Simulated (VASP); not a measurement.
# Hf2N (P4_2/mnm) in VASP: single point with r2SCAN

Aim: the single point of Hf2N with r2SCAN.

Everything below comes from runs of VASP 6.6.1. Logs are shortened: lines on timing, memory, paths and dates and some standing lists are left out, and cuts for length are marked.

**1. The cell of the first run**

Symmetry: P4_2/mnm, No. 136, tetragonal system. The conventional cell has a = 10.040 Å, b = 10.040 Å, c = 6.127 Å, α = 90.00°, β = 90.00°, γ = 90.00°. Within 5.5 Å of Hf (site symmetry m2m) lie 3 N at 4.20 to 4.22 Å. Within 5.5 Å of N (site symmetry mmm) lie 6 Hf at 4.20 to 4.22 Å.

**2. Single point, r2SCAN**

Contents of POSCAR:

```
Hf2N
1.0
   10.0403532655      0.0000000000      0.0000000000
    0.0000000000     10.0403532655      0.0000000000
    0.0000000000      0.0000000000      6.1266804680
Hf N
4 2
Direct
    0.2955363700      0.2955363700      0.0000000000
    0.7044636300      0.7044636300      0.0000000000
    0.7955363700      0.2044636300      0.5000000000
    0.2044636300      0.7955363700      0.5000000000
    0.0000000000      0.0000000000      0.0000000000
    0.5000000000      0.5000000000      0.5000000000
```

Contents of INCAR.step1:

```
PREC = Accurate ; ENCUT = 520
ISMEAR = 0 ; SIGMA = 0.1
LREAL = False ; LASPH = True
NELM = 80 ; NBANDS = 34
GGA = PE ; ALGO = Normal
EDIFF = 1E-4 ; LWAVE = True
LCHARG = False
```

Contents of INCAR.step2:

```
PREC = Accurate ; ENCUT = 520
EDIFF = 1E-6 ; ISMEAR = 0
SIGMA = 0.1 ; LREAL = False
LASPH = True ; NELM = 80
ALGO = Normal ; ISIF = 2
LWAVE = False ; LCHARG = False
METAGGA = R2SCAN ; LMIXTAU = True
NBANDS = 34 ; ISTART = 1
```

Contents of KPOINTS:

```
regular mesh
0
Gamma
  2 2 4
```

Potentials or basis: VASP PAW PBE potentials, release 64 (Hf_pv, N).

On the command line:

```sh
$ cat potpaw_PBE.64/Hf_pv/POTCAR potpaw_PBE.64/N/POTCAR > POTCAR
$ cp INCAR.step1 INCAR
$ mpirun -np 1 vasp_std > vasp.out
$ cp INCAR.step2 INCAR
$ mpirun -np 1 vasp_std > vasp.out
```

OUTCAR:

```text
PREC = Accurate
   ENCUT = 520
   EDIFF = 1E-6
   ISMEAR = 0
   LREAL = False
   LASPH = True
   NELM = 80
   ISIF = 2
   METAGGA = R2SCAN
   ISTART = 1

 ion  position               nearest neighbor table
   1  0.296  0.296  0.000-
   2  0.704  0.704  0.000-
   3  0.796  0.204  0.500-
   4  0.204  0.796  0.500-
   5  0.000  0.000  0.000-
   6  0.500  0.500  0.500-

  LATTYP: Found a simple tetragonal cell.
 ALAT       =    10.0403532655
 C/A-ratio  =     0.6102056677

  Lattice vectors:

 A1 = (  10.0403532655,   0.0000000000,   0.0000000000)
 A2 = (   0.0000000000,  10.0403532655,   0.0000000000)
 A3 = (   0.0000000000,   0.0000000000,   6.1266804680)

Analysis of symmetry for initial positions (statically):
=====================================================================
 Subroutine PRICEL returns:
 Original cell was already a primitive cell.

 Routine SETGRP: Setting up the symmetry group for a
 simple tetragonal supercell.

 Subroutine GETGRP returns: Found 16 space group operations
 (whereof  8 operations were pure point group operations)
 out of a pool of 16 trial point group operations.

The static configuration has the point symmetry D_2h.
 The point group associated with its full space group is D_4h.

Analysis of symmetry for dynamics (positions and initial velocities):
=====================================================================
 Subroutine PRICEL returns:
 Original cell was already a primitive cell.

 Routine SETGRP: Setting up the symmetry group for a
 simple tetragonal supercell.

 Subroutine GETGRP returns: Found 16 space group operations
 (whereof  8 operations were pure point group operations)
 out of a pool of 16 trial point group operations.

The dynamic configuration has the point symmetry D_2h.
 The point group associated with its full space group is D_4h.

 Subroutine INISYM returns: Found 16 space group operations
 (whereof  8 operations are pure point group operations),
 and found     1 'primitive' translations

----------------------------------------------------------------------------------------

                                     Primitive cell

  volume of cell :     617.6227

  direct lattice vectors                    reciprocal lattice vectors
    10.040353266  0.000000000  0.000000000     0.099598089  0.000000000  0.000000000
     0.000000000 10.040353266  0.000000000     0.000000000  0.099598089  0.000000000
     0.000000000  0.000000000  6.126680468     0.000000000  0.000000000  0.163220525

  length of vectors
    10.040353266 10.040353266  6.126680468     0.099598089  0.099598089  0.163220525

  position of ions in fractional coordinates (direct lattice)
     0.295536370  0.295536370  0.000000000
     0.704463630  0.704463630  0.000000000
     0.795536370  0.204463630  0.500000000
     0.204463630  0.795536370  0.500000000
     0.000000000  0.000000000  0.000000000
     0.500000000  0.500000000  0.500000000

  ion indices of the primitive-cell ions
   primitive index   ion index
                 1           1
                 2           2
                 3           3
                 4           4
                 5           5
                 6           6

----------------------------------------------------------------------------------------

 KPOINTS: regular mesh

Automatic generation of k-mesh.
 Grid dimensions read from file:
 generate k-points for:    2    2    4

 Generating k-lattice:

  Cartesian coordinates                     Fractional coordinates (reciprocal lattice)
     0.049799045  0.000000000  0.000000000     0.500000000  0.000000000  0.000000000
     0.000000000  0.049799045  0.000000000     0.000000000  0.500000000  0.000000000
     0.000000000  0.000000000  0.040805131     0.000000000  0.000000000  0.250000000

  Length of vectors
     0.049799045  0.049799045  0.040805131

  Shift w.r.t. Gamma in fractional coordinates (k-lattice)
     0.000000000  0.000000000  0.000000000

 Subroutine IBZKPT returns following result:
 ===========================================

 Found      9 irreducible k-points:

 Following reciprocal coordinates:
            Coordinates               Weight
  0.000000  0.000000  0.000000      1.000000
  0.500000  0.000000  0.000000      2.000000
  0.500000  0.500000  0.000000      1.000000
  0.000000  0.000000  0.250000      2.000000
  0.500000  0.000000  0.250000      4.000000
  0.500000  0.500000  0.250000      2.000000
  0.000000  0.000000  0.500000      1.000000
  0.500000  0.000000  0.500000      2.000000
  0.500000  0.500000  0.500000      1.000000
   k-points           NKPTS =      9   k-points in BZ     NKDIM =      9   number of bands    NBANDS=     34
   number of dos      NEDOS =    301   number of ions     NIONS =      6
   total plane-waves  NPLWV = 307200
   dimension x,y,z NGX =    80 NGY =   80 NGZ =   48
   dimension x,y,z NGXF=   160 NGYF=  160 NGZF=   96
   ions per type =               4   2
   NGX,Y,Z   is equivalent  to a cutoff of  13.25, 13.25, 13.02 a.u.
   NGXF,Y,Z  is equivalent  to a cutoff of  26.49, 26.49, 26.05 a.u.
 SYSTEM =  unknown system
   PREC   = accura    normal or accurate (medium, high low for compatibility)
   ISTART =      1    job   : 0-new  1-cont  2-samecut
   ICHARG =      0    charge: 1-file 2-atom 10-const
   ISPIN  =      1    spin polarized calculation?
   LNONCOLLINEAR =      F non collinear calculations
   LSORBIT =      F    spin-orbit coupling
   LASPH  =      T    aspherical Exc in radial PAW
   ENCUT  =  520.0 eV  38.22 Ry    6.18 a.u.  18.67 18.67 11.39*2*pi/ulx,y,z
   NELM   =     80;   NELMIN=  2; NELMDL=  0     # of ELM steps
   EDIFF  = 0.1E-05   stopping-criterion for ELM
   LREAL  =      F    real-space projection
   EDIFFG = 0.1E-04   stopping-criterion for IOM
   NSW    =      0    number of steps for IOM
   IBRION =     -1    ionic relax: 0-MD 1-quasi-New 2-CG
   NFREE  =      0    steps in history (QN), initial steepest desc. (CG)
   ISIF   =      2    stress and relaxation
   ISYM   =      2    0-nonsym 1-usesym 2-fastsym
   POTIM  = 0.5000    time-step for ionic-motion
   TEBEG  =    0.0;   TEEND  =   0.0 temperature during run
   PSTRESS=    0.0 pullay stress
   NELECT =      50.0000    total number of electrons
   NUPDOWN=      -1.0000    fix difference up-down
   EMIN   =  10.00;   EMAX   =-10.00  energy-range for DOS
   EFERMI =   0.00;   METHOD = LEGACY
   ISMEAR =     0;   SIGMA  =   0.10  broadening in eV -4-tet -1-fermi 0-gaus
   EFERMI_NEDOS =   21; number of points for ismear=-14 and -15
   IALGO  =     38    algorithm
   IMIX   =      4    mixing-type and parameters
     AMIX     =   0.40;   BMIX     =  1.00
     AMIX_MAG =   1.60;   BMIX_MAG =  1.00
  volume/ion in A,a.u.               =     102.94       694.65
  Fermi-wavevector in a.u.,A,eV,Ry     =   0.708202  1.338308  6.824001  0.501550
  Thomas-Fermi vector in A             =   1.794454
   LORBIT       =      0    0 simple, 1 ext, 2 COOP (PROOUT), +10 PAW based schemes
   METAGGA = R2SCAN    functional components
   LHFCALC =     F    Hartree Fock is set to
   AEXX    =    0.0000 exact exchange contribution
   IVDW    =     0    specifies the selected vdW correction
   LEPSILON=     F    determine dielectric tensor
   LRPA    =     F    only Hartree local field effects (RPA)
 non-spin polarized calculation
 Gauss-broadening in eV      SIGMA  =   0.10
  energy-cutoff  :      520.00
  volume of cell :      617.62
 maximum number of plane-waves:     16710
 NGX is ok and might be reduce to    80
   NGX = 37   NGY = 37   NGZ = 23

 number of electron      50.0000006 magnetization

 Free energy of the ion-electron system (eV)
  ---------------------------------------------------
  ext. energy  EPLUGINS =         0.00000000
  ---------------------------------------------------
  free energy    TOTEN  =      -158.10410256 eV

  energy without entropy =     -157.95879170  energy(sigma->0) =     -158.03144713

 E-fermi :  -2.0995     XC(G=0):  -5.0420

 val. band max:       -2.1012428606   @ k =   0.5000   0.0000   0.0000
 cond. band min:      -2.0852705527   @ k =   0.5000   0.5000   0.0000
 fundamental gap:      0.0159723079
 Fermi energy:        -2.0995027553

 k-point     1 :       0.0000    0.0000    0.0000
  band No.  band energies     occupation
      1     -36.8243      2.00000
      2     -36.8242      2.00000
      3     -36.8242      2.00000
      4     -36.8242      2.00000
      5     -36.8051      2.00000
      6     -36.8051      2.00000
[... 26 lines left out ...]
     33      -1.6962      0.00000
     34      -1.6391      0.00000

 k-point     2 :       0.5000    0.0000    0.0000
  band No.  band energies     occupation
      1     -36.8243      2.00000
      2     -36.8243      2.00000
      3     -36.8242      2.00000
      4     -36.8242      2.00000
      5     -36.8051      2.00000
      6     -36.8051      2.00000
[... 26 lines left out ...]
     33      -1.6940      0.00000
     34      -1.6928      0.00000

 k-point     3 :       0.5000    0.5000    0.0000
  band No.  band energies     occupation
      1     -36.8243      2.00000
      2     -36.8243      2.00000
      3     -36.8242      2.00000
      4     -36.8242      2.00000
      5     -36.8051      2.00000
      6     -36.8051      2.00000
[... 26 lines left out ...]
     33      -1.5727      0.00000
     34      -1.5726      0.00000
[... 149 lines left out ...]
 k-point     8 :       0.5000    0.0000    0.5000
  band No.  band energies     occupation
      1     -36.8243      2.00000
      2     -36.8243      2.00000
      3     -36.8242      2.00000
      4     -36.8242      2.00000
      5     -36.8051      2.00000
      6     -36.8051      2.00000
[... 26 lines left out ...]
     33      -1.6893      0.00000
     34      -1.6458      0.00000

 k-point     9 :       0.5000    0.5000    0.5000
  band No.  band energies     occupation
      1     -36.8243      2.00000
      2     -36.8243      2.00000
      3     -36.8242      2.00000
      4     -36.8242      2.00000
      5     -36.8051      2.00000
      6     -36.8051      2.00000
[... 26 lines left out ...]
     33      -1.7472      0.00000
     34      -1.7472      0.00000

------------------------ aborting loop because EDIFF is reached ----------------------------------------

  FORCE on cell =-STRESS in cart. coord.  units (eV):
  Direction    XX          YY          ZZ          XY          YZ          ZX
  --------------------------------------------------------------------------------------
  -------------------------------------------------------------------------------------
  Total      -11.3416975    -11.3416975    -12.0178843      0.0000000      0.0000000      0.0000000
  in kB      -29.4215416    -29.4215416    -31.1756403      0.0000000      0.0000000      0.0000000
  external PRESSURE =     -30.0062411 kB  Pullay stress =       0.0000000 kB

 VOLUME and BASIS-vectors are now :
 -----------------------------------------------------------------------------
  energy-cutoff  :      520.00
  volume of cell :      617.62
      direct lattice vectors                 reciprocal lattice vectors
    10.040353266  0.000000000  0.000000000     0.099598089  0.000000000  0.000000000
     0.000000000 10.040353266  0.000000000     0.000000000  0.099598089  0.000000000
     0.000000000  0.000000000  6.126680468     0.000000000  0.000000000  0.163220525

 POSITION                                       TOTAL-FORCE (eV/Angst)
 -----------------------------------------------------------------------------------
      2.96729      2.96729      0.00000         0.121024      0.121024      0.000000
      7.07306      7.07306      0.00000        -0.121024     -0.121024     -0.000000
      7.98747      2.05289      3.06334         0.121024     -0.121024      0.000000
      2.05289      7.98747      3.06334        -0.121024      0.121024      0.000000
      0.00000      0.00000      0.00000         0.000000     -0.000000      0.000000
      5.02018      5.02018      3.06334         0.000000     -0.000000      0.000000
 -----------------------------------------------------------------------------------
    total drift:                               -0.000000      0.000000      0.000000

  FREE ENERGIE OF THE ION-ELECTRON SYSTEM (eV)
  ---------------------------------------------------
  free  energy   TOTEN  =      -158.1041025620 eV

  energy  without entropy=     -157.9587916973  energy(sigma->0) =     -158.03144713
```

It took 33 min on 1 thread of AMD EPYC 9R45 (Zen 5), shared host; peak memory 0.78 GiB.

Results:

```
Free energy            : -158.1041 eV
Pressure               : -3.0 GPa
Largest force          : 0.171 eV/Å
Band gap on the k mesh : zero (band 25 reaches -2.00 eV, above the bottom of band 26 at -2.16 eV)
```

Forces in eV/Å, atoms in the order of the input:
```
Hf   0.121  0.121  0.000
Hf  -0.121 -0.121  0.000
Hf   0.121 -0.121  0.000
Hf  -0.121  0.121  0.000
N    0.000  0.000  0.000
N    0.000  0.000  0.000
```

Levels at points of the mesh, in eV from the Fermi level:
```csv
k point,band 22,band 23,band 24,band 25,band 26,band 27
"(0.00, 0.00, 0.00)",-0.30,-0.16,-0.16,-0.07,-0.06,0.17
"(0.50, 0.00, 0.00)",-0.33,-0.20,-0.20,0.00,0.00,0.19
"(0.50, 0.50, 0.00)",-0.41,-0.22,-0.22,0.01,0.01,0.17
"(0.00, 0.00, 0.50)",-0.30,-0.29,-0.29,0.04,0.04,0.15
"(0.50, 0.00, 0.50)",-0.36,-0.24,-0.24,0.04,0.04,0.09
"(0.50, 0.50, 0.50)",-0.28,-0.24,-0.24,0.10,0.10,0.13
```

Caveat: the PAW data sets were made with another functional, which shifts forces and pressure a little; spin-orbit coupling is left out, which moves the levels of the heavy elements.
